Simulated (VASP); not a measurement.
Runs of VASP 6.6.1 on AlN. The structure is that of space group P6_3mc (No. 186), or close to it. The cells are those of the table. 

| task | cell | k mesh | cutoff (eV) | smearing | gap on the mesh (eV) | pressure (GPa) | largest force (eV/Å) |
| --- | --- | --- | --- | --- | --- | --- | --- |
| relaxation of cell and atoms | relaxed from a = 3.173, b = 3.173, c = 5.167 Å, angles 90.0, 90.0, 120.0°, 4 atoms | 6 × 6 × 4 | 600 | gaussian 0.1 eV | (a) | 0.1 | 0.01 |
| single point | a = 3.107, b = 3.107, c = 4.979 Å, angles 90.0, 90.0, 120.0°, 4 atoms | 6 × 6 × 4 | 520 | gaussian 0.1 eV | 4.92 | -0.4 | (b) |
| single point | a = 3.107, b = 3.107, c = 4.979 Å, angles 90.0, 90.0, 120.0°, 4 atoms | 12 × 12 × 6 | 520 | gaussian 0.02 eV | 4.92 | -0.4 | - |
| single point | a = 3.173, b = 3.173, c = 5.167 Å, angles 90.0, 90.0, 120.0°, 4 atoms | 6 × 6 × 4 | 520 | gaussian 0.1 eV | 4.31 | -14.6 | 0.13 |

Alike in all rows: level r2SCAN; potentials or basis VASP PAW PBE potentials, release 64 (Al, N); no spin polarisation.

**Question.** Estimate the missing entries.

**Answer.** (a) 4.94; (b) 0.02.

Caveats: the PAW data sets were made with another functional, which shifts forces and pressure a little; the relaxation stopped at a loose force limit of 0.05 eV/Å, so its end isn't a converged minimum (some runs).

A k mesh can miss the band edges.
